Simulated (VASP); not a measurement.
Input of a VASP 6.6.1 run:

The input INCAR:

```
ALGO     = Normal         # electronic algorithm
EDIFF    = 1E-6           # SCF threshold, eV
ENCUT    = 520            # plane-wave cutoff, eV
GGA      = PE             # functional
ISIF     = 2              # what is computed and relaxed
ISMEAR   = 0              # smearing method
LASPH    = T              # aspherical terms in the spheres
LCHARG   = T              # write CHGCAR
LELF     = T              # ELF
LREAL    = F              # projectors in reciprocal space
LVHAR    = T            
LWAVE    = F              # write WAVECAR
NBANDS   = 11             # bands
NELM     = 100            # most SCF steps
PREC     = Accurate       # precision mode
SIGMA    = 0.05           # smearing width, eV
```

KPOINTS

```
k-points
0
Gamma
  12 12 12
```

Contents of POSCAR:

```
C
1.0
    0.0000000000      1.7547901514      1.6721395352
    1.7547901514      0.0000000000      1.6721395352
    1.7547901514      1.7547901514      0.0000000000
C
2
Direct
    0.5000000000      0.5000000000      0.5000000000
    0.7500000000      0.7500000000      0.7500000000
```

Potentials or basis: VASP PAW PBE potentials, release 64 (C).

Launch:

```console
$ cat potpaw_PBE.64/C/POTCAR > POTCAR
$ mpirun -np 1 vasp_std > vasp.out
```

(1) Estimate the band gap on the k mesh.

(2) What does it give for the pressure?

Results:

(1) 3.10 eV, indirect (least direct gap 4.97 eV).

(2) 53.6 GPa.
